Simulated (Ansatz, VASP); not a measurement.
**MgI2: VASP beside Ansatz**

```
CELL_PARAMETERS angstrom
4.07748 0.00000 0.00000
-2.03874 3.53120 0.00000
0.00000 0.00000 6.68856
ATOMIC_POSITIONS crystal
Mg 0.00000 0.00000 0.00000
I 0.33333 0.66667 0.76730
I 0.66667 0.33333 0.23270
```

Alike in both runs: task single point; functional LDA; k mesh 6 × 6 × 4; occupations gaussian, width 0.05 eV; no spin polarisation.

```csv
,VASP,Ansatz
version,VASP 6.6.1,Ansatz 0.2.0
potentials or method,"VASP PAW LDA potentials, release 64 (Mg, I), cutoff 520 eV","scalar-relativistic, plane waves, PAW"
valence electrons in the cell,16,44
```

VASP gave:

```
gap on the k mesh at the Fermi level (eV)                     : 3.33
least direct gap on the mesh (eV)                             : 3.73
pressure (GPa)                                                : 1.8
traceless stress, the component that is largest in VASP (GPa) : 0.82
rms of the force components (eV/Å)                            : 0.282
```

Question: What did Ansatz give for the same quantities?

Answer: gap on the k mesh at the Fermi level (eV): 3.35; least direct gap on the mesh (eV): 3.71; pressure (GPa): 1.8; traceless stress, the component that is largest in VASP (GPa): 0.79; rms of the force components (eV/Å): 0.285.

LDA's correlation is that of Perdew and Zunger in VASP and of Perdew and Wang (1992) in Ansatz. Atom by atom the forces differ by 0.003 eV/Å (rms over components). VASP's potentials hold 16 valence electrons a cell and Ansatz's 44, so a difference there can come from the potentials and not from the codes.

Neither program's run includes spin-orbit coupling.
